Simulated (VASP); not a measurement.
CdSe: single point with PBEsol

Crystal: CdSe.

```
Cd Se
1.0
     0.05772    3.05318    3.05318
     3.05318    0.05772    3.05318
     3.05318    3.05318    0.05772
Cd Se
1 1
Direct
  0.00203 0.00203 0.00203
  0.24797 0.24797 0.24797
```

```json
{"Program": "VASP 6.6.1", "Task": "single point", "Functional": "PBEsol", "Potentials or basis": "VASP PAW PBE potentials, release 64 (Cd, Se)", "Cutoff": "500 eV", "k mesh": "6 × 6 × 6", "Occupations": "gaussian, width 0.01 eV", "Spin": "no spin polarisation"}
```

The pressure is 1.2 GPa. The band gap on the k mesh is 0.46 eV.

Forces on the atoms (eV/Å):
```
Cd   0.002  0.002  0.002
Se  -0.002 -0.002 -0.002
```

Stress tensor (GPa, compression positive):
```
 1.25 -0.43 -0.43
-0.43  1.25 -0.43
-0.43 -0.43  1.25
```

Levels at points of the mesh, in eV from the valence-band top:
```
           k point  band 7  band 8  band 9  band 10  band 11  band 12
(0.00, 0.00, 0.00)   -0.14    0.00    0.00     0.46     5.61     5.92
(0.50, 0.00, 0.00)   -4.57   -0.92   -0.78     2.20     6.26     6.28
(0.50, 0.50, 0.00)   -4.25   -2.06   -1.90     2.89     3.67     8.97
(0.50, 0.50, 0.50)   -4.67   -0.75   -0.75     2.44     6.47     6.47
```

Wall time 19 s on 1 thread of Intel(R) Xeon(R) Platinum 8488C (Sapphire Rapids), on a shared host, peak memory 0.18 GiB.

Caveat: the PAW data sets were made with another functional, which shifts forces and pressure a little.
